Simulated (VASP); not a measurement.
A run of VASP 6.6.1:

File INCAR:

```
PREC = Accurate
ENCUT = 520
EDIFF = 1E-6
ISMEAR = 0
SIGMA = 0.1
LREAL = F
LASPH = T
NELM = 100
ALGO = Normal
ISIF = 2
LWAVE = F
LCHARG = F
NBANDS = 12
```

KPOINTS

```
Automatic mesh
0
Gamma
  8 9 9
```

POSCAR

```
Zn
1.0
   -1.5935815700      1.7766151400      1.7460215800
    1.5039206500     -1.5066388000      1.3863843100
    1.5441115400      1.4571687700     -1.4760452300
Zn
1
Direct
    0.0000000000      0.0000000000      0.0000000000
```

Potentials or basis: VASP PAW LDA potentials, release 64 (Zn).

The run is started by

```sh
$ cat potpaw_LDA.64/Zn/POTCAR > POTCAR
$ mpirun -np 1 vasp_std > vasp.out
```

Hardware: 1 thread of AMD EPYC 9R45 96-Core Processor (Zen 5), on a shared host.

Q: How long does it take, and how much memory?

A: It took 19 s on 1 thread of AMD EPYC 9R45 96-Core Processor (Zen 5), on a shared host, peak memory 0.13 GiB. Counts: scf iterations 10, k points 325.
